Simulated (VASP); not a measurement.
# HC4 in VASP: a series of runs, part 2 of 2

VASP 6.6.1.

**4. Single point, PBE+D3(BJ)**

The input, INCAR:

```
SYSTEM = HC4
ALGO = Normal ; DIPOL = 0.5 0.5 0.234
EDIFF = 1E-6 ; ENCUT = 520
GGA = PE ; IDIPOL = 3
ISIF = 2 ; ISMEAR = 0
IVDW = 12 ; LASPH = .True.
LCHARG = .True. ; LDIPOL = .True.
LELF = .True. ; LREAL = .False.
LVACPOTAV = .True. ; LVHAR = .True.
LWAVE = .False. ; NBANDS = 28
NELM = 60 ; PREC = Accurate
SIGMA = 0.1
```

The input, KPOINTS:

```
k-points
0
Gamma
  6 6 1
  0 0 0
```

The input, POSCAR:

```
HC4
1.0
    4.9313048819      0.0000000000      0.0000000000
   -2.4656524409      4.2706353015      0.0000000000
    0.0000000000      0.0000000000     18.0000331942
C H
8 2
Direct
    0.3333333333      0.1666666667      0.2222236565
    0.3333333333      0.6666666667      0.2222236565
    0.8333333333      0.1666666667      0.2222236565
    0.8333333333      0.6666666667      0.2222236565
    0.1666666667      0.3333333333      0.2222218124
    0.1666666667      0.8333333333      0.2222218124
    0.6666666667      0.3333333333      0.2222218124
    0.6666666667      0.8333333333      0.2222218124
    0.1067198858      0.1666666667      0.2827791004
    0.5599467808      0.1666666667      0.2827791004
```

Run with:

```sh
$ cat potpaw_PBE.64/C/POTCAR potpaw_PBE.64/H/POTCAR > POTCAR
$ mpirun -np 1 vasp_std > vasp.out
```

Run time: 9.4 min. Hardware: 1 thread of Intel Xeon 8259CL, shared host; peak memory 0.56 GiB.

It converged, with:

| Quantity | Value |
| --- | --- |
| Free energy | -75.5530 eV |
| Largest force | 2.716 eV/Å |
| Band gap on the k mesh | zero (bands 17 and 18 overlap by 0.65 eV) |
| Dispersion energy per atom | -0.078 eV |

Forces in eV/Å, atoms in the order of the input:
```
C    0.000 -2.151 -1.192
C   -0.115  1.313  0.048
C    0.000 -2.080 -1.746
C    0.115  1.313  0.048
C   -0.552  0.133  1.449
C    0.000 -1.271 -0.479
C    0.552  0.133  1.449
C    0.000 -0.132 -0.245
H    0.093  1.372  0.334
H   -0.093  1.372  0.334
```

Levels at points of the mesh, in eV from the Fermi level:
```
           k point  band 15  band 16  band 17  band 18  band 19  band 20
(0.00, 0.00, 0.00)    -4.18    -3.92    -1.38    -0.23     0.28     0.54
(0.50, 0.00, 0.00)    -4.56    -4.47     0.42     0.79     1.81     2.12
(0.00, 0.50, 0.00)    -5.65    -4.35     0.04     0.80     1.42     3.48
```

**5. Single point, PBE+D3(BJ)**

The input, INCAR:

```
SYSTEM = HC4
PREC = Accurate ; ENCUT = 520
EDIFF = 1E-7 ; ISMEAR = 0
SIGMA = 0.1 ; LREAL = .False.
LASPH = .True. ; NELM = 60
ALGO = Normal ; ISIF = 2
LWAVE = .False. ; LCHARG = .True.
LDIPOL = .True. ; IDIPOL = 3
DIPOL = 0.5 0.5 0.241 ; GGA = PE
IVDW = 12 ; LELF = .True.
LVHAR = .True. ; LVACPOTAV = .True.
NBANDS = 28
```

The input, KPOINTS:

```
Automatic mesh
0
Gamma
  6 6 1
  0 0 0
```

POSCAR, as its differences from that of step 4:

```diff
@@ -16,3 +16,3 @@
     0.6666666667      0.8333333333      0.2222218124
-    0.1067198858      0.1666666667      0.2827791004
-    0.5599467808      0.1666666667      0.2827791004
+    0.1067198858      0.1666666667      0.3183345904
+    0.5599467808      0.1666666667      0.3183345904
```

Potentials or basis: VASP PAW PBE potentials, release 64 (C, H).

Run with:

```sh
$ cat potpaw_PBE.64/C/POTCAR potpaw_PBE.64/H/POTCAR > POTCAR
$ mpirun -np 1 vasp_std > vasp.out
```

OUTCAR:

```text
SYSTEM = HC4
   PREC = Accurate
   ENCUT = 520
   EDIFF = 1E-7
   ISMEAR = 0
   LREAL = .False.
   LASPH = .True.
   NELM = 60
   ISIF = 2
   GGA = PE
   IVDW = 12
 IVDW          = 12

 ion  position               nearest neighbor table
   1  0.333  0.167  0.222-   5 1.42   6 1.42   7 1.42
   2  0.333  0.667  0.222-   6 1.42   5 1.42   8 1.42
   3  0.833  0.167  0.222-   7 1.42   8 1.42   5 1.42
   4  0.833  0.667  0.222-   8 1.42   7 1.42   6 1.42
   5  0.167  0.333  0.222-   1 1.42   2 1.42   3 1.42
   6  0.167  0.833  0.222-   2 1.42   1 1.42   4 1.42
   7  0.667  0.333  0.222-   3 1.42   4 1.42   1 1.42
   8  0.667  0.833  0.222-   4 1.42   3 1.42   2 1.42
   9  0.107  0.167  0.318-
  10  0.560  0.167  0.318-

  LATTYP: Found a hexagonal cell.
 ALAT       =     4.9313048819
 C/A-ratio  =     3.6501562214

  Lattice vectors:

 A1 = (   4.9313048819,   0.0000000000,   0.0000000000)
 A2 = (  -2.4656524409,   4.2706353015,   0.0000000000)
 A3 = (   0.0000000000,   0.0000000000,  18.0000331942)
[... 195 lines left out ...]
      1     -22.9635      2.00000
      2     -17.7432      2.00000
      3     -17.7193      2.00000
      4     -17.6829      2.00000
      5     -16.7004      2.00000
      6     -16.6569      2.00000
[... 392 lines left out ...]
     27       4.5280      0.00000
     28       4.5555      0.00000

------------------------ aborting loop because EDIFF is reached ----------------------------------------

 Edisp (eV)   -0.90968

 E8    (eV) :    -0.2707

  FORCE on cell =-STRESS in cart. coord.  units (eV):
  Direction    XX          YY          ZZ          XY          YZ          ZX
  --------------------------------------------------------------------------------------
  -------------------------------------------------------------------------------------
  Total      -1.66831     1.21184     2.17460     0.00000     0.81998     0.00000
  in kB      -7.05114     5.12189     9.19098     0.00000     3.46568     0.00000
  external pressure =        2.42 kB  Pullay stress =        0.00 kB

 VOLUME and BASIS-vectors are now :
 -----------------------------------------------------------------------------
  energy-cutoff  :      520.00
  volume of cell :      379.08
      direct lattice vectors                 reciprocal lattice vectors
     4.931304882  0.000000000  0.000000000     0.202786083  0.117078599  0.000000000
    -2.465652441  4.270635301  0.000000000     0.000000000  0.234157199  0.000000000
     0.000000000  0.000000000 18.000033194     0.000000000  0.000000000  0.055555453

 POSITION                                       TOTAL-FORCE (eV/Angst)
 -----------------------------------------------------------------------------------
      1.23283      0.71177      4.00003        -0.000000     -0.340120     -0.737764
     -0.00000      2.84709      4.00003        -0.069384      0.602989     -0.075341
      3.69848      0.71177      4.00003        -0.000000     -0.225523     -0.691536
      2.46565      2.84709      4.00003         0.069384      0.602989     -0.075341
      0.00000      1.42355      4.00000        -0.114930     -0.257636      0.306441
     -1.23283      3.55886      4.00000        -0.000000     -0.417310     -0.393186
      2.46565      1.42355      4.00000         0.114930     -0.257636      0.306441
      1.23283      3.55886      4.00000        -0.000000     -0.181761      0.070835
      0.11533      0.71177      5.73003         0.629436      0.237005      0.644726
      2.35033      0.71177      5.73003        -0.629436      0.237005      0.644726
 -----------------------------------------------------------------------------------
    total drift:                               -0.000000      0.000024      0.000323

  FREE ENERGIE OF THE ION-ELECTRON SYSTEM (eV)
  ---------------------------------------------------
  free  energy   TOTEN  =       -75.7173708924 eV

  energy  without entropy=      -75.7001991385  energy(sigma->0) =      -75.70878502

 vacuum level on the upper side and lower side of the slab         2.818         1.110
```

stdout:

```text
POSCAR found type information on POSCAR C H
 POSCAR found :  2 types and      10 ions
 scaLAPACK will be used
 LDA part: xc-table for (Slater+PW92), standard interpolation
 POSCAR, INCAR and KPOINTS ok, starting setup
 FFT: planning ... GRIDC
 FFT: planning ... GRID_SOFT
 FFT: planning ... GRID
 WAVECAR not read
 entering main loop
 -----------------------------------------------------------------------------
|                                                                             |
|           W    W    AA    RRRRR   N    N  II  N    N   GGGG   !!!           |
|           W    W   A  A   R    R  NN   N  II  NN   N  G    G  !!!           |
|           W    W  A    A  R    R  N N  N  II  N N  N  G       !!!           |
|           W WW W  AAAAAA  RRRRR   N  N N  II  N  N N  G  GGG   !            |
|           WW  WW  A    A  R   R   N   NN  II  N   NN  G    G                |
|           W    W  A    A  R    R  N    N  II  N    N   GGGG   !!!           |
|                                                                             |
|     Did not find any points to average over, which means that no vacuum     |
|     field-free region was found. Please increase the size of  your cell     |
|     in the dimension of the dipole correction to obtain accurate            |
|     workfunction values.                                                    |
|                                                                             |
 -----------------------------------------------------------------------------
```

It took 10 min on 1 thread of Intel Xeon 8259CL, shared host; peak memory 0.56 GiB.

What came out:

| Quantity | Value |
| --- | --- |
| Free energy | -75.7174 eV |
| Largest force | 0.932 eV/Å |
| Band gap on the k mesh | zero (bands 17 and 18 overlap by 0.53 eV) |
| Dispersion energy per atom | -0.091 eV |

Forces on the atoms (eV/Å):
```
C    0.000 -0.340 -0.738
C   -0.069  0.603 -0.075
C    0.000 -0.226 -0.692
C    0.069  0.603 -0.075
C   -0.115 -0.258  0.306
C    0.000 -0.417 -0.393
C    0.115 -0.258  0.306
C    0.000 -0.182  0.071
H    0.629  0.237  0.645
H   -0.629  0.237  0.645
```

Levels at points of the mesh, in eV from the Fermi level:
```tsv
k point	band 13	band 14	band 15	band 16	band 17	band 18	band 19	band 20	band 21	band 22
(0.00, 0.00, 0.00)	-3.41	-3.26	-3.13	-2.76	-0.68	-0.39	1.32	1.35	3.49	3.56
(0.50, 0.00, 0.00)	-5.44	-5.41	-3.48	-3.35	0.09	0.48	2.46	2.53	5.51	5.51
(0.00, 0.50, 0.00)	-5.53	-5.31	-3.65	-3.16	-0.48	0.79	2.44	3.22	5.10	5.53
```

**6. Single point, PBE+D3(BJ)**

The input, INCAR:

```
SYSTEM = HC4
ALGO = Normal
DIPOL = 0.5 0.5 0.256
EDIFF = 1E-6
ENCUT = 520
GGA = PE
IDIPOL = 3
ISIF = 2
ISMEAR = 0
IVDW = 12
LASPH = .TRUE.
LCHARG = .TRUE.
LDIPOL = .TRUE.
LELF = .TRUE.
LREAL = .FALSE.
LVACPOTAV = .TRUE.
LVHAR = .TRUE.
LWAVE = .FALSE.
NBANDS = 28
NELM = 100
PREC = Accurate
SIGMA = 0.1
```

The input, KPOINTS:

```
k-points
0
G
  6 6 1
  0 0 0
```

POSCAR, as its differences from that of step 5:

```diff
@@ -16,3 +16,3 @@
     0.6666666667      0.8333333333      0.2222218124
-    0.1067198858      0.1666666667      0.3183345904
-    0.5599467808      0.1666666667      0.3183345904
+    0.2674278564      0.1666666667      0.3888900158
+    0.3992388102      0.1666666667      0.3888900158
```

Potentials or basis: VASP PAW PBE potentials, release 64 (C, H).

Run with:

```sh
$ cat potpaw_PBE.64/C/POTCAR potpaw_PBE.64/H/POTCAR > POTCAR
$ mpirun -np 1 vasp_std > vasp.out
```

OUTCAR:

```text
SYSTEM = HC4
   EDIFF = 1E-6
   ENCUT = 520
   GGA = PE
   ISIF = 2
   ISMEAR = 0
   IVDW = 12
   LASPH = .TRUE.
   LREAL = .FALSE.
   NELM = 100
   PREC = Accurate
 IVDW          = 12

 ion  position               nearest neighbor table
   1  0.333  0.167  0.222-   5 1.42   6 1.42   7 1.42
   2  0.333  0.667  0.222-   6 1.42   5 1.42   8 1.42
   3  0.833  0.167  0.222-   7 1.42   8 1.42   5 1.42
   4  0.833  0.667  0.222-   8 1.42   7 1.42   6 1.42
   5  0.167  0.333  0.222-   1 1.42   2 1.42   3 1.42
   6  0.167  0.833  0.222-   2 1.42   1 1.42   4 1.42
   7  0.667  0.333  0.222-   3 1.42   4 1.42   1 1.42
   8  0.667  0.833  0.222-   4 1.42   3 1.42   2 1.42
   9  0.267  0.167  0.389-  10 0.65
  10  0.399  0.167  0.389-   9 0.65

  LATTYP: Found a hexagonal cell.
 ALAT       =     4.9313048819
 C/A-ratio  =     3.6501562214

  Lattice vectors:

 A1 = (   4.9313048819,   0.0000000000,   0.0000000000)
 A2 = (  -2.4656524409,   4.2706353015,   0.0000000000)
 A3 = (   0.0000000000,   0.0000000000,  18.0000331942)

Analysis of symmetry for initial positions (statically):
=====================================================================
 Subroutine PRICEL returns:
 Original cell was already a primitive cell.

 Routine SETGRP: Setting up the symmetry group for a
 hexagonal supercell.

 Subroutine GETGRP returns: Found  2 space group operations
 (whereof  1 operations were pure point group operations)
 out of a pool of 24 trial point group operations.

The static configuration has the point symmetry C_1 .
 The point group associated with its full space group is C_1h.

Analysis of symmetry for dynamics (positions and initial velocities):
=====================================================================
 Subroutine PRICEL returns:
 Original cell was already a primitive cell.

 Routine SETGRP: Setting up the symmetry group for a
 hexagonal supercell.

 Subroutine GETGRP returns: Found  2 space group operations
[... 139 lines left out ...]
 non-spin polarized calculation
 Gauss-broadening in eV      SIGMA  =   0.10
  energy-cutoff  :      520.00
  volume of cell :      379.08
 maximum number of plane-waves:     10258
 NGX is ok and might be reduce to    40
   NGX = 19   NGY = 19   NGZ = 67

 dipolmoment           0.000000      0.000000     -0.000991 electrons x Angstroem

 number of electron      33.9999999 magnetization

 dipolmoment           0.000000      0.000000      0.003052 electrons x Angstroem

 Free energy of the ion-electron system (eV)
  ---------------------------------------------------
  ext. energy  EPLUGINS =         0.00000000
  ---------------------------------------------------
  free energy    TOTEN  =       -80.33103251 eV

  energy without entropy =      -80.32476489  energy(sigma->0) =      -80.32789870

 E-fermi :  -2.5045     XC(G=0):  -2.7948

 val. band max:       -2.5058522237   @ k =   0.3333   0.3333   0.0000
 cond. band min:      -2.5031471451   @ k =   0.3333   0.3333   0.0000
 fundamental gap:      0.0027050787
 Fermi energy:        -2.5044996844

 k-point     1 :       0.0000    0.0000    0.0000
  band No.  band energies     occupation
      1     -22.0280      2.00000
      2     -16.7856      2.00000
      3     -16.7850      2.00000
      4     -16.7842      2.00000
      5     -15.7442      2.00000
      6     -15.7440      2.00000
[... 392 lines left out ...]
     27       4.1619      0.00000
     28       4.6052      0.00000

------------------------ aborting loop because EDIFF is reached ----------------------------------------

 Edisp (eV)   -0.77492

 E8    (eV) :    -0.2357

  FORCE on cell =-STRESS in cart. coord.  units (eV):
  Direction    XX          YY          ZZ          XY          YZ          ZX
  --------------------------------------------------------------------------------------
  -------------------------------------------------------------------------------------
  Total       3.40232     0.25077     0.03818     0.00000     0.00309     0.00000
  in kB      14.37999     1.05990     0.16135     0.00000     0.01304     0.00000
  external pressure =        5.20 kB  Pullay stress =        0.00 kB

 VOLUME and BASIS-vectors are now :
 -----------------------------------------------------------------------------
  energy-cutoff  :      520.00
  volume of cell :      379.08
      direct lattice vectors                 reciprocal lattice vectors
     4.931304882  0.000000000  0.000000000     0.202786083  0.117078599  0.000000000
    -2.465652441  4.270635301  0.000000000     0.000000000  0.234157199  0.000000000
     0.000000000  0.000000000 18.000033194     0.000000000  0.000000000  0.055555453

 POSITION                                       TOTAL-FORCE (eV/Angst)
 -----------------------------------------------------------------------------------
      1.23283      0.71177      4.00003        -0.000000     -0.000968     -0.060552
     -0.00000      2.84709      4.00003        -0.005712     -0.001019      0.010302
      3.69848      0.71177      4.00003         0.000000      0.005060      0.012018
      2.46565      2.84709      4.00003         0.005712     -0.001019      0.010302
      0.00000      1.42355      4.00000         0.018764     -0.007674     -0.007828
     -1.23283      3.55886      4.00000         0.000000      0.016577     -0.010694
      2.46565      1.42355      4.00000        -0.018764     -0.007674     -0.007828
      1.23283      3.55886      4.00000        -0.000000     -0.004420      0.016177
      0.90783      0.71177      7.00003        -4.867980      0.000568      0.019052
      1.55783      0.71177      7.00003         4.867980      0.000568      0.019052
 -----------------------------------------------------------------------------------
    total drift:                               -0.000001      0.000140      0.000492

  FREE ENERGIE OF THE ION-ELECTRON SYSTEM (eV)
  ---------------------------------------------------
  free  energy   TOTEN  =       -81.1059573154 eV

  energy  without entropy=      -81.0996896889  energy(sigma->0) =      -81.10282350

 vacuum level on the upper side and lower side of the slab         1.771         1.746
```

OSZICAR:

```text
N       E                     dE             d eps       ncg     rms          rms(c)
DAV:   1     0.272691502796E+03    0.27269E+03   -0.12431E+04   744   0.898E+02
DAV:   2    -0.426318990313E+02   -0.31532E+03   -0.30002E+03  1164   0.217E+02
DAV:   3    -0.850926220826E+02   -0.42461E+02   -0.42269E+02   896   0.873E+01
DAV:   4    -0.862341755648E+02   -0.11416E+01   -0.11377E+01   960   0.179E+01
[... 12 lines left out ...]
DAV:  17    -0.803309725085E+02   -0.11433E-03   -0.49267E-06   704   0.736E-03    0.166E-03
DAV:  18    -0.803310072640E+02   -0.34756E-04   -0.83945E-07   696   0.335E-03    0.104E-03
DAV:  19    -0.803310271168E+02   -0.19853E-04   -0.46609E-07   684   0.236E-03    0.348E-04
DAV:  20    -0.803310317117E+02   -0.45949E-05   -0.81309E-08   576   0.925E-04    0.239E-04
DAV:  21    -0.803310325133E+02   -0.80162E-06   -0.12519E-08   612   0.466E-04
   1 F= -.81105957E+02 E0= -.81102824E+02  d E =-.626763E-02
```

Run time: 9.3 min. Hardware: 1 thread of Intel Xeon 8259CL, shared host; peak memory 0.56 GiB.

What came out:

| Item | Value |
| --- | --- |
| Free energy | -81.1060 eV |
| Largest force | 4.868 eV/Å |
| Dispersion energy per atom | -0.077 eV |

Forces on the atoms (eV/Å):
```
C    0.000 -0.001 -0.061
C   -0.006 -0.001  0.010
C    0.000  0.005  0.012
C    0.006 -0.001  0.010
C    0.019 -0.008 -0.008
C    0.000  0.017 -0.011
C   -0.019 -0.008 -0.008
C    0.000 -0.004  0.016
H   -4.868  0.001  0.019
H    4.868  0.001  0.019
```

**7. Summary**

| cell | gap on the mesh (eV) | largest force (eV/Å) |
| --- | --- | --- |
| as given, atomic positions A | none | 3.66 |
| as given, atomic positions B | none | 19.79 |
| as given, atomic positions C | none | 2.72 |
| as given, atomic positions D | none | 0.93 |
| as given, atomic positions E | - | 4.87 |

Alike in all rows: task single point; level PBE+D3(BJ); potentials or basis VASP PAW PBE potentials, release 64 (C, H); no spin polarisation; k mesh 6 × 6 × 1; cutoff (eV) 520; smearing gaussian 0.1 eV.

Total energies depend on the potentials used, so only differences within one code and one set of settings carry meaning.
